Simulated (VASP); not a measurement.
# SbP (rocksalt type) (Fm-3m) in VASP: further runs

The runs below take SbP (rocksalt type) through single point, with PBE.

All numbers are computed with VASP 6.6.1; they aren't measurements. Logs are shortened: lines on timing, memory, paths and dates and some standing lists are left out, and cuts for length are marked.

### Step 1. The cell of the first run

The structure is cubic, space group Fm-3m (No. 225). Conventional cell: a = 5.673 Å, b = 5.673 Å, c = 5.673 Å, α = 90.00°, β = 90.00°, γ = 90.00°. Within 3.7 Å of Sb (site symmetry m-3m) lie 6 P at 2.84 Å. Within 3.7 Å of P (site symmetry m-3m) lie 6 Sb at 2.84 Å.

### Step 2. Single point, PBE (volume scaled by 1.02)

INCAR

```
ALGO = Normal
EDIFF = 1E-6
ENCUT = 520
GGA = PE
ISIF = 2
ISMEAR = -1
LASPH = T
LCHARG = F
LREAL = F
LWAVE = F
NBANDS = 12
NELM = 100
PREC = Accurate
SIGMA = 0.05
```

KPOINTS

```
k-points
0
Gamma
  11 11 11
```

POSCAR

```
SbP
1.0
    0.0000000000      2.8363931505      2.8363931505
    2.8363931505      0.0000000000      2.8363931505
    2.8363931505      2.8363931505      0.0000000000
Sb P
1 1
Direct
    0.0000000000      0.0000000000      0.0000000000
    0.5000000000      0.5000000000      0.5000000000
```

Potentials or basis: VASP PAW PBE potentials, release 64 (Sb, P).

The run is started by

```sh
$ cat potpaw_PBE.64/Sb/POTCAR potpaw_PBE.64/P/POTCAR > POTCAR
$ mpirun -np 1 vasp_std > vasp.out
```

OUTCAR:

```text
EDIFF = 1E-6
   ENCUT = 520
   GGA = PE
   ISIF = 2
   ISMEAR = -1
   LASPH = T
   LREAL = F
   NELM = 100
   PREC = Accurate

 ion  position               nearest neighbor table
   1  0.000  0.000  0.000-   2 2.84   2 2.84   2 2.84   2 2.84   2 2.84   2 2.84
   2  0.500  0.500  0.500-   1 2.84   1 2.84   1 2.84   1 2.84   1 2.84   1 2.84

  LATTYP: Found a face centered cubic cell.
 ALAT       =     5.6727863010

  Lattice vectors:

 A1 = (   0.0000000000,   2.8363931505,   2.8363931505)
 A2 = (   2.8363931505,   0.0000000000,   2.8363931505)
 A3 = (   2.8363931505,   2.8363931505,   0.0000000000)

Analysis of symmetry for initial positions (statically):
=====================================================================
 Subroutine PRICEL returns:
 Original cell was already a primitive cell.

 Routine SETGRP: Setting up the symmetry group for a
 face centered cubic supercell.

 Subroutine GETGRP returns: Found 48 space group operations
 (whereof 48 operations were pure point group operations)
 out of a pool of 48 trial point group operations.

The static configuration has the point symmetry O_h .

Analysis of symmetry for dynamics (positions and initial velocities):
=====================================================================
 Subroutine PRICEL returns:
 Original cell was already a primitive cell.

 Routine SETGRP: Setting up the symmetry group for a
 face centered cubic supercell.

 Subroutine GETGRP returns: Found 48 space group operations
 (whereof 48 operations were pure point group operations)
 out of a pool of 48 trial point group operations.

The dynamic configuration has the point symmetry O_h .

 Subroutine INISYM returns: Found 48 space group operations
 (whereof 48 operations are pure point group operations),
 and found     1 'primitive' translations

----------------------------------------------------------------------------------------

                                     Primitive cell

  volume of cell :      45.6383

  direct lattice vectors                    reciprocal lattice vectors
     0.000000000  2.836393151  2.836393151    -0.176280217  0.176280217  0.176280217
     2.836393151  0.000000000  2.836393151     0.176280217 -0.176280217  0.176280217
     2.836393151  2.836393151  0.000000000     0.176280217  0.176280217 -0.176280217

  length of vectors
     4.011265662  4.011265662  4.011265662     0.305326292  0.305326292  0.305326292

  position of ions in fractional coordinates (direct lattice)
     0.000000000  0.000000000  0.000000000
     0.500000000  0.500000000  0.500000000

  ion indices of the primitive-cell ions
   primitive index   ion index
                 1           1
                 2           2

----------------------------------------------------------------------------------------

 KPOINTS: k-points

Automatic generation of k-mesh.
 Grid dimensions read from file:
 generate k-points for:   11   11   11

 Generating k-lattice:

  Cartesian coordinates                     Fractional coordinates (reciprocal lattice)
    -0.016025474  0.016025474  0.016025474     0.090909091  0.000000000  0.000000000
     0.016025474 -0.016025474  0.016025474     0.000000000  0.090909091  0.000000000
     0.016025474  0.016025474 -0.016025474     0.000000000  0.000000000  0.090909091

  Length of vectors
     0.027756936  0.027756936  0.027756936

  Shift w.r.t. Gamma in fractional coordinates (k-lattice)
     0.000000000  0.000000000  0.000000000

 Subroutine IBZKPT returns following result:
 ===========================================

 Found     56 irreducible k-points:

 Following reciprocal coordinates:
            Coordinates               Weight
  0.000000  0.000000  0.000000      1.000000
  0.090909  0.000000  0.000000      8.000000
  0.181818  0.000000  0.000000      8.000000
  0.272727  0.000000  0.000000      8.000000
  0.363636  0.000000  0.000000      8.000000
  0.454545  0.000000  0.000000      8.000000
[... 16 lines left out ...]
 -0.272727  0.181818  0.000000     24.000000
 -0.181818  0.181818  0.000000     12.000000
 [... further k-points ...]
   k-points           NKPTS =     56   k-points in BZ     NKDIM =     56   number of bands    NBANDS=     12
   number of dos      NEDOS =    301   number of ions     NIONS =      2
   total plane-waves  NPLWV =  27000
   dimension x,y,z NGX =    30 NGY =   30 NGZ =   30
   dimension x,y,z NGXF=    60 NGYF=   60 NGZF=   60
   ions per type =               1   1
   NGX,Y,Z   is equivalent  to a cutoff of  12.43, 12.43, 12.43 a.u.
   NGXF,Y,Z  is equivalent  to a cutoff of  24.87, 24.87, 24.87 a.u.
 SYSTEM =  unknown system
   PREC   = accura    normal or accurate (medium, high low for compatibility)
   ISTART =      0    job   : 0-new  1-cont  2-samecut
   ICHARG =      2    charge: 1-file 2-atom 10-const
   ISPIN  =      1    spin polarized calculation?
   LNONCOLLINEAR =      F non collinear calculations
   LSORBIT =      F    spin-orbit coupling
   LASPH  =      T    aspherical Exc in radial PAW
   ENCUT  =  520.0 eV  38.22 Ry    6.18 a.u.   7.46  7.46  7.46*2*pi/ulx,y,z
   NELM   =    100;   NELMIN=  2; NELMDL= -5     # of ELM steps
   EDIFF  = 0.1E-05   stopping-criterion for ELM
   LREAL  =      F    real-space projection
   EDIFFG = 0.1E-04   stopping-criterion for IOM
   NSW    =      0    number of steps for IOM
   IBRION =     -1    ionic relax: 0-MD 1-quasi-New 2-CG
   NFREE  =      0    steps in history (QN), initial steepest desc. (CG)
   ISIF   =      2    stress and relaxation
   ISYM   =      2    0-nonsym 1-usesym 2-fastsym
   POTIM  = 0.5000    time-step for ionic-motion
   TEBEG  =    0.0;   TEEND  =   0.0 temperature during run
   PSTRESS=    0.0 pullay stress
   NELECT =      10.0000    total number of electrons
   NUPDOWN=      -1.0000    fix difference up-down
   EMIN   =  10.00;   EMAX   =-10.00  energy-range for DOS
   EFERMI =   0.00;   METHOD = LEGACY
   ISMEAR =    -1;   SIGMA  =   0.05  broadening in eV -4-tet -1-fermi 0-gaus
   EFERMI_NEDOS =   21; number of points for ismear=-14 and -15
   IALGO  =     38    algorithm
   IMIX   =      4    mixing-type and parameters
     AMIX     =   0.40;   BMIX     =  1.00
     AMIX_MAG =   1.60;   BMIX_MAG =  1.00
  volume/ion in A,a.u.               =      22.82       153.99
  Fermi-wavevector in a.u.,A,eV,Ry     =   0.986957  1.865079 13.253230  0.974085
  Thomas-Fermi vector in A             =   2.118376
   LORBIT       =      0    0 simple, 1 ext, 2 COOP (PROOUT), +10 PAW based schemes
   GGA     = PE    functional components
   LHFCALC =     F    Hartree Fock is set to
   AEXX    =    0.0000 exact exchange contribution
   IVDW    =     0    specifies the selected vdW correction
   LEPSILON=     F    determine dielectric tensor
   LRPA    =     F    only Hartree local field effects (RPA)
 non-spin polarized calculation
  energy-cutoff  :      520.00
  volume of cell :       45.64
 maximum number of plane-waves:      1245
 NGX is ok and might be reduce to    30
   NGX = 15   NGY = 15   NGZ = 15

 number of electron      10.0000000 magnetization

 Free energy of the ion-electron system (eV)
  ---------------------------------------------------
  ext. energy  EPLUGINS =         0.00000000
  ---------------------------------------------------
  free energy    TOTEN  =        -9.26749314 eV

  energy without entropy =       -9.26458425  energy(sigma->0) =       -9.26603869

 E-fermi :   7.6849     XC(G=0): -10.1126

 val. band max:        7.6585547082   @ k =   0.4545   0.0000   0.0000
 cond. band min:       7.8319523550   @ k =  -0.4545   0.1818   0.0909
 fundamental gap:      0.1733976468
 Fermi energy:         7.6849121368

 k-point     1 :       0.0000    0.0000    0.0000
  band No.  band energies     occupation
      1      -5.9937      2.00000
      2       3.5128      2.00000
      3       5.7243      2.00000
      4       5.7243      2.00000
      5       5.7243      2.00000
      6      11.5668      0.00000
      7      11.5668      0.00000
      8      11.5668      0.00000
      9      12.7133      0.00000
     10      12.7133      0.00000
     11      12.7133      0.00000
     12      14.8066      0.00000

 k-point     2 :       0.0909    0.0000    0.0000
  band No.  band energies     occupation
      1      -5.8884      2.00000
      2       2.8763      2.00000
      3       5.7364      2.00000
      4       5.7364      2.00000
      5       6.1529      2.00000
      6      10.9847      0.00000
      7      10.9847      0.00000
      8      11.1427      0.00000
      9      12.7778      0.00000
     10      12.9310      0.00000
     11      12.9310      0.00000
     12      15.5327      0.00000

 k-point     3 :       0.1818    0.0000    0.0000
  band No.  band energies     occupation
      1      -5.5736      2.00000
      2       1.6394      2.00000
      3       5.7861      2.00000
      4       5.7861      2.00000
      5       6.7777      2.00000
      6       9.9395      0.00000
      7       9.9395      0.00000
      8      10.3541      0.00000
      9      13.0292      0.00000
     10      13.5173      0.00000
     11      13.5173      0.00000
     12      17.0545      0.00000

 k-point     4 :       0.2727    0.0000    0.0000
  band No.  band energies     occupation
      1      -5.0539      2.00000
      2       0.2812      2.00000
      3       5.9032      2.00000
      4       5.9032      2.00000
      5       7.2052      1.99986
      6       8.9256      0.00000
      7       8.9256      0.00000
      8       9.5834      0.00000
      9      13.7073      0.00000
     10      14.4315      0.00000
     11      14.4315      0.00000
     12      18.8591      0.00000

 k-point     5 :       0.3636    0.0000    0.0000
  band No.  band energies     occupation
      1      -4.3395      2.00000
      2      -1.0436      2.00000
      3       6.1088      2.00000
      4       6.1088      2.00000
      5       7.4725      1.97181
      6       8.0736      0.00084
      7       8.0736      0.00084
      8       8.9480      0.00000
      9      14.8268      0.00000
     10      15.6216      0.00000
     11      15.6216      0.00000
     12      19.7088      0.00000
[... 228 lines left out ...]
      1      -2.9791      2.00000
      2      -2.2096      2.00000
      3       3.7602      2.00000
      4       5.1236      2.00000
      5       5.8468      2.00000
      6       9.1522      0.00000
      7       9.7850      0.00000
      8      11.4476      0.00000
      9      14.1826      0.00000
     10      16.5444      0.00000
     11      16.9638      0.00000
     12      19.1214      0.00000

 k-point    22 :      -0.3636    0.1818    0.0000
  band No.  band energies     occupation
      1      -3.4515      2.00000
      2      -1.6982      2.00000
      3       3.5209      2.00000
      4       5.6414      2.00000
      5       6.4113      2.00000
      6       8.4985      0.00000
      7       9.3725      0.00000
      8      11.7756      0.00000
      9      14.9056      0.00000
     10      15.5888      0.00000
     11      16.0955      0.00000
     12      19.3451      0.00000

 k-point    23 :      -0.2727    0.1818    0.0000
  band No.  band energies     occupation
      1      -4.2498      2.00000
      2      -0.6620      2.00000
      3       3.5925      2.00000
      4       6.2820      2.00000
      5       7.1412      1.99996
      6       7.9709      0.00654
      7       8.8932      0.00000
      8      11.9295      0.00000
      9      14.1165      0.00000
     10      14.4921      0.00000
     11      17.3156      0.00000
     12      18.0424      0.00000

 k-point    24 :      -0.1818    0.1818    0.0000
  band No.  band energies     occupation
      1      -4.8867      2.00000
      2       0.3087      2.00000
      3       4.0457      2.00000
      4       6.6494      2.00000
      5       7.9256      0.01610
      6       8.0201      0.00245
      7       8.2762      0.00001
      8      11.7631      0.00000
      9      13.5953      0.00000
     10      13.7663      0.00000
     11      16.4098      0.00000
     12      16.5653      0.00000

 [... further k-points ...]

------------------------ aborting loop because EDIFF is reached ----------------------------------------

  FORCE on cell =-STRESS in cart. coord.  units (eV):
  Direction    XX          YY          ZZ          XY          YZ          ZX
  --------------------------------------------------------------------------------------
  -------------------------------------------------------------------------------------
  Total       -0.4479434     -0.4479434     -0.4479434     -0.0000000      0.0000000      0.0000000
  in kB      -15.7254994    -15.7254994    -15.7254994     -0.0000000      0.0000000      0.0000000
  external PRESSURE =     -15.7254994 kB  Pullay stress =       0.0000000 kB

 VOLUME and BASIS-vectors are now :
 -----------------------------------------------------------------------------
  energy-cutoff  :      520.00
  volume of cell :       45.64
      direct lattice vectors                 reciprocal lattice vectors
     0.000000000  2.836393151  2.836393151    -0.176280217  0.176280217  0.176280217
     2.836393151  0.000000000  2.836393151     0.176280217 -0.176280217  0.176280217
     2.836393151  2.836393151  0.000000000     0.176280217  0.176280217 -0.176280217

 POSITION                                       TOTAL-FORCE (eV/Angst)
 -----------------------------------------------------------------------------------
      0.00000      0.00000      0.00000        -0.000000      0.000000      0.000000
      2.83639      2.83639      2.83639         0.000000     -0.000000     -0.000000
 -----------------------------------------------------------------------------------
    total drift:                               -0.000000     -0.000000      0.000000

  FREE ENERGIE OF THE ION-ELECTRON SYSTEM (eV)
  ---------------------------------------------------
  free  energy   TOTEN  =        -9.2674931373 eV

  energy  without entropy=       -9.2645842524  energy(sigma->0) =       -9.26603869
```

It took 25 s on 1 thread of Intel Xeon Platinum 8488C (Sapphire Rapids), shared host; peak memory 0.18 GiB.

Results:

| Quantity | Value |
| --- | --- |
| Free energy | -9.2675 eV |
| Pressure | -1.6 GPa |
| Band gap on the k mesh | zero (band 5 reaches 7.93 eV, above the bottom of band 6 at 7.49 eV) |

Levels at points of the mesh, in eV from the Fermi level:
```tsv
k point	band 2	band 3	band 4	band 5	band 6	band 7	band 8	band 9
(0.00, 0.00, 0.00)	-4.17	-1.96	-1.96	-1.96	3.88	3.88	3.88	5.03
```

Caveat: spin-orbit coupling is left out, which moves the levels of the heavy elements.

(Continued in part 2 of 2.)
